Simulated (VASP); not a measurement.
Ba: single point with PBE

Crystal: Ba.

```
CELL_PARAMETERS angstrom
3.13901 0.00000 0.00000
0.00000 3.13901 0.00000
0.00000 0.00000 3.13901
ATOMIC_POSITIONS crystal
Ba 0.00000 0.00000 0.00000
```

This isn't the form of Ba at room conditions, which is bcc.

```json
{
 "Program": "VASP 6.6.1",
 "Task": "single point",
 "Functional": "PBE",
 "Potentials or basis": "VASP PAW PBE potentials, release 64 (Ba_sv)",
 "Cutoff": "520 eV",
 "k mesh": "9 × 9 × 9",
 "Occupations": "fermi-dirac, width 0.08 eV",
 "Spin": "no spin polarisation"
}
```

```yaml
Pressure: 17.8 GPa
Band_gap_on_the_k_mesh: zero (bands 5 and 6 overlap by 1.99 eV)
```

Levels at points of the mesh, in eV from the Fermi level:
```
           k point  band 1  band 2  band 3  band 4  band 5  band 6  band 7  band 8  band 9  band 10
(0.00, 0.00, 0.00)  -29.40  -12.45  -12.45  -12.45   -2.04   -0.93   -0.93    9.27    9.27     9.27
```

Run time: 9.1 s on 1 thread of Intel Xeon 8259CL, on a shared host, peak memory 0.14 GiB.

Caveat: the cell stands under pressure; spin-orbit coupling is left out, which moves the levels of the heavy elements.
